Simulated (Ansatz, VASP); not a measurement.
**Bi in VASP and in Ansatz**

File INCAR:

```
SYSTEM = Bi
PREC     = Accurate       ! precision mode
ENCUT    = 520            ! plane-wave cutoff, eV
EDIFF    = 1E-7           ! SCF threshold, eV
ISMEAR   = 0              ! smearing method
SIGMA    = 0.15           ! smearing width, eV
LREAL    = .FALSE.        ! projectors in reciprocal space
LASPH    = .TRUE.         ! aspherical terms in the spheres
NELM     = 100            ! most SCF steps
ALGO     = Fast           ! electronic algorithm
ISIF     = 2              ! what is computed and relaxed
LWAVE    = .FALSE.        ! write WAVECAR
LCHARG   = .TRUE.         ! write CHGCAR
GGA      = PE             ! functional
IVDW     = 12             ! dispersion correction
LELF     = .TRUE.         ! ELF
LVHAR    = .TRUE.       
NBANDS   = 14             ! bands
```

Contents of KPOINTS:

```
regular mesh
0
G
  18 18 18
  0 0 0
```

The input POSCAR:

```
Bi
1.0
   -1.7300149530      1.7300149530      2.5137117268
    1.7300149530     -1.7300149530      2.5137117268
    1.7300149530      1.7300149530     -2.5137117268
Bi
1
Direct
    0.0000000000      0.0000000000      0.0000000000
```

Input for Ansatz:

```yaml
crystal:
  lattice:
    - [-1.730014953, 1.730014953, 2.5137117268]
    - [1.730014953, -1.730014953, 2.5137117268]
    - [1.730014953, 1.730014953, -2.5137117268]
  atoms:
    - { symbol: Bi, position: [0.0, 0.0, 0.0] }
basis:
  ecutwfc: 420
kpoints:
  mp_grid: { grid: [18, 18, 18] }
hamiltonian:
  xc: pbe
  dispersion: d3bj
scf:
  occupations: { method: gaussian, width: 0.15 }
output:
  forces: true
  stress: true
  eigenvalues: true
```

Alike in both runs: task single point; functional PBE; dispersion D3(BJ); k mesh 18 × 18 × 18; occupations gaussian, width 0.15 eV; no spin polarisation.

|  | VASP | Ansatz |
| --- | --- | --- |
| version | VASP 6.6.1 | Ansatz 0.2.0 |
| potentials or method | VASP PAW PBE potentials, release 64 (Bi_d), cutoff 520 eV | scalar-relativistic, plane waves, PAW |
| valence electrons in the cell | 15 | 15 |

|  | VASP | Ansatz | Ansatz less VASP |
| --- | --- | --- | --- |
| gap on the k mesh at the Fermi level (eV) | none | none | - |
| pressure (GPa) | 0.3 | 0.3 | +0.05 |
| traceless stress, the component that is largest in VASP (GPa) | 0.17 | 0.17 | +0.001 |

A gap of «none» marks a metal or a gap that the smearing closes.

Neither program's run includes spin-orbit coupling.
